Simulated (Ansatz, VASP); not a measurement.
Ca in VASP and in Ansatz

Contents of INCAR:

```
ALGO = Normal
EDIFF = 1E-6
ENCUT = 520
GGA = PS
ISIF = 2
ISMEAR = -1
LASPH = T
LCHARG = F
LREAL = F
LWAVE = F
NBANDS = 11
NELM = 60
PREC = Accurate
SIGMA = 0.08
```

KPOINTS

```
k-points
0
Gamma
  11 11 11
```

Contents of POSCAR:

```
Ca
1.0
    2.5508920410      0.0000000000      0.0000000000
    0.0000000000      2.5508920410      0.0000000000
    0.0000000000      0.0000000000      2.5508920410
Ca
1
Direct
    0.0000000000      0.0000000000      0.0000000000
```

Input for Ansatz:

```yaml
crystal:
  lattice:
    - [2.550892041, 0.0, 0.0]
    - [0.0, 2.550892041, 0.0]
    - [0.0, 0.0, 2.550892041]
  atoms:
    - { symbol: Ca, position: [0.0, 0.0, 0.0] }
kpoints:
  mp_grid: { grid: [11, 11, 11] }
  band_path:
    path:
      - [0.0, 0.0, 0.0]
      - [0.0, 0.5, 0.0]
      - [0.5, 0.5, 0.0]
      - [0.0, 0.0, 0.0]
      - [0.5, 0.5, 0.5]
      - [0.0, 0.5, 0.0]
      - [0.5, 0.5, 0.5]
      - [0.5, 0.5, 0.0]
    npoints: 8
scf:
  occupations: { method: fermi_dirac, width: 0.08 }
hamiltonian:
  xc: pbesol
  pseudopotentials: { kind: all_electron, lapw: { basis_error: 0.001 } }
output:
  forces: true
  stress: true
  eigenvalues: true
  populations: true
  dos: { projected: true, de: 0.2, e_range: [-14, 8] }
```

Change from the starting cell: volume scaled by 0.4, LAPW.

Alike in both runs: task single point; functional PBEsol; k mesh 11 × 11 × 11; occupations fermi-dirac, width 0.08 eV; no spin polarisation.

```csv
,VASP,Ansatz
version,VASP 6.6.1,Ansatz 0.2.0
potentials or method,"VASP PAW PBE potentials, release 64 (Ca_sv), cutoff 520 eV","all-electron LAPW, scalar-relativistic"
```

Ansatz gave:

* pressure (GPa): 46.7

Q: Estimate VASP's values.

A: Pressure (GPa): 47.7.

VASP's potentials were made for PBE, not for PBEsol. Both programs put the cell under a high pressure, so it lies far from rest at this level. Ansatz ran all-electron here, and VASP with PAW potentials.
